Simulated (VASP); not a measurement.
Write the native input for VASP 6.6.1 that does the following.

* Task: single point
* Functional: PBEsol
* Potentials or basis: VASP PAW PBE potentials, release 64 (Pd)
* Cutoff: 520 eV
* k mesh: 22 × 22 × 22
* Occupations: gaussian, width 0.15 eV
* Spin: no spin polarisation
* Dipole correction: no
* Further INCAR settings: ALGO = Fast; EDIFF = 1e-07; NBANDS = 11

The structure of Pd lies in POSCAR:

```
Pd
1.0
   -1.6902020750      1.6902020750      1.5722810000
    1.6902020750     -1.6902020750      1.5722810000
    1.4543599250      1.4543599250     -1.5722810000
Pd
1
Direct
    0.0000000000      0.0000000000      0.0000000000
```

This cell differs from its parent crystal: strain -0.1500 x Voigt [0, 0, 0, 0, 0, 1].

One way to write it, as run:

INCAR

```
SYSTEM = Pd
PREC = Accurate
ENCUT = 520
EDIFF = 1E-7
ISMEAR = 0
SIGMA = 0.15
LREAL = .False.
LASPH = .True.
NELM = 100
ALGO = Fast
ISIF = 2
LWAVE = .False.
LCHARG = .False.
GGA = PS
NBANDS = 11
```

KPOINTS

```
Automatic mesh
0
Gamma
  22 22 22
  0 0 0
```

Potentials or basis: VASP PAW PBE potentials, release 64 (Pd).

Launch:

```console
$ cat potpaw_PBE.64/Pd/POTCAR > POTCAR
$ mpirun -np 1 vasp_std > vasp.out
```

Results of the run:

```yaml
Pressure: -5.5 GPa
Band_gap_on_the_k_mesh: zero (bands 5 and 6 overlap by 2.20 eV)
```

Caveat: the cell differs from its parent crystal (strain -0.1500 x Voigt [0, 0, 0, 0, 0, 1]); the cell stands under tension; the PAW data sets were made with another functional, which shifts forces and pressure a little.

Run time: 3.8 min on 1 thread of Intel(R) Xeon(R) Platinum 8259CL CPU @ 2.50GHz (Skylake/Cascade Lake), with other jobs on the host, peak memory 0.36 GiB.
